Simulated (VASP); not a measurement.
Set up this calculation in VASP 6.6.1, as the native input.

```
Task                   : relaxation of cell and atoms
Functional             : PBE
Potentials or basis    : VASP PAW PBE potentials, release 64 (Mg, O)
Cutoff                 : 600 eV
k mesh                 : 8 × 8 × 8
Occupations            : gaussian, width 0.1 eV
Spin                   : no spin polarisation
Target pressure        : 22.6 GPa
Dipole correction      : no
Further INCAR settings : ALGO = Normal; EDIFF = 1e-07; IBRION = 2; EDIFFG = -0.05; NSW = 80; ISIF = 3
```

The structure of MgO (Periclase) lies in POSCAR:

```
MgO
1.0
    0.0000000000      2.0443582818      2.0443582818
    2.0443582818      0.0000000000      2.0443582818
    2.0443582818      2.0443582818      0.0000000000
Mg O
1 1
Direct
    0.0000000000      0.0000000000      0.0000000000
    0.5000000000      0.5000000000      0.5000000000
```

These files were run (other wordings do the same):

INCAR

```
PREC = Accurate
ENCUT = 600
EDIFF = 1E-7
ISMEAR = 0
SIGMA = 0.1
LREAL = F
LASPH = T
NELM = 120
ALGO = Normal
ISIF = 3
LWAVE = F
LCHARG = F
GGA = PE
IBRION = 2
NSW = 80
EDIFFG = -0.05
PSTRESS = 226.0
GGA_COMPAT = F
NELMIN = 4
```

KPOINTS

```
Automatic mesh
0
Gamma
  8 8 8
```

Potentials or basis: VASP PAW PBE potentials, release 64 (Mg, O).

Launch:

```console
$ cat potpaw_PBE.64/Mg/POTCAR potpaw_PBE.64/O/POTCAR > POTCAR
$ mpirun -np 1 vasp_std > vasp.out
```

It gave:

- Relaxed volume: 8.48 Å³/atom
- Relaxed cell: a = 2.884 Å, b = 2.884 Å, c = 2.884 Å, α = 60.00°, β = 60.00°, γ = 60.00°
- Space group after relaxing (to 0.05 Å): Fm-3m (No. 225)
- Energy change on relaxing (the enthalpy is what falls): +8.9 meV/atom
- Ionic steps: 2
- Pressure after relaxing: 23.4 GPa
- Band gap on the k mesh: 5.73 eV, direct

Caveat: the cell is relaxed towards a set pressure, so the enthalpy falls and the energy may rise.

It took 6.3 s on 1 thread of Intel(R) Xeon(R) Platinum 8488C (Sapphire Rapids), on a shared host, peak memory 0.14 GiB.
